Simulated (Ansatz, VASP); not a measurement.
# Two plane-wave programs on BaTiO3

Contents of INCAR:

```
ALGO     = Normal         # electronic algorithm
EDIFF    = 1E-7           # SCF threshold, eV
ENCUT    = 520            # plane-wave cutoff, eV
GGA      = PE             # functional
ISIF     = 2              # what is computed and relaxed
ISMEAR   = 0              # smearing method
LASPH    = True           # aspherical terms in the spheres
LCHARG   = False          # write CHGCAR
LREAL    = False          # projectors in reciprocal space
LWAVE    = False          # write WAVECAR
NBANDS   = 28             # bands
NELM     = 60             # most SCF steps
PREC     = Accurate       # precision mode
SIGMA    = 0.05           # smearing width, eV
```

The input KPOINTS:

```
k-points
0
Gamma
  6 6 6
```

File POSCAR:

```
BaTiO3
1.0
    2.8630706910      1.6529946342      2.3563003940
   -2.8630706910      1.6529946342      2.3563003940
    0.0000000000     -3.3059892684      2.3563003940
Ba Ti O
1 1 3
Direct
    0.0898333418      0.0898333418      0.0898333418
    0.5191875227      0.5191875227      0.5191875227
    0.4883938465      0.4883938465      0.9777702638
    0.4883938465      0.9777702638      0.4883938465
    0.9777702638      0.4883938465      0.4883938465
```

Input for Ansatz:

```yaml
crystal:
  lattice:
    - [2.863070691, 1.6529946342, 2.356300394]
    - [-2.863070691, 1.6529946342, 2.356300394]
    - [0.0, -3.3059892684, 2.356300394]
  atoms:
    - { symbol: Ba, position: [0.0898333418, 0.0898333418, 0.0898333418] }
    - { symbol: Ti, position: [0.5191875227, 0.5191875227, 0.5191875227] }
    - { symbol: O, position: [0.4883938465, 0.4883938465, 0.9777702638] }
    - { symbol: O, position: [0.4883938465, 0.9777702638, 0.4883938465] }
    - { symbol: O, position: [0.9777702638, 0.4883938465, 0.4883938465] }
basis:
  ecutwfc: 420
kpoints:
  mp_grid: { grid: [6, 6, 6] }
hamiltonian:
  xc: pbe
scf:
  occupations: { method: gaussian, width: 0.05 }
output:
  forces: true
  stress: true
  eigenvalues: true
  write_density: true
  write_potential: true
  elf: true
  volumetric_format: npy
```

Alike in both runs: task single point; functional PBE; k mesh 6 × 6 × 6; occupations gaussian, width 0.05 eV; no spin polarisation.

```csv
,VASP,Ansatz
version,VASP 6.6.1,Ansatz 0.2.0
potentials or method,"VASP PAW PBE potentials, release 64 (Ba_sv, Ti_sv, O), cutoff 520 eV","scalar-relativistic, plane waves, PAW"
valence electrons in the cell,40,40
```

Ansatz gave:

- gap on the k mesh at the Fermi level (eV): 2.52
- least direct gap on the mesh (eV): 2.92
- pressure (GPa): 11.9
- traceless stress, the component that is largest in VASP (GPa): 8.40
- rms of the force components (eV/Å): 1.705

Which values does VASP return?

gap on the k mesh at the Fermi level (eV): 2.51; least direct gap on the mesh (eV): 2.89; pressure (GPa): 14.8; traceless stress, the component that is largest in VASP (GPa): 9.16; rms of the force components (eV/Å): 1.937.

Atom by atom the forces differ by 0.251 eV/Å (rms over components).

Spin-orbit coupling is off throughout.
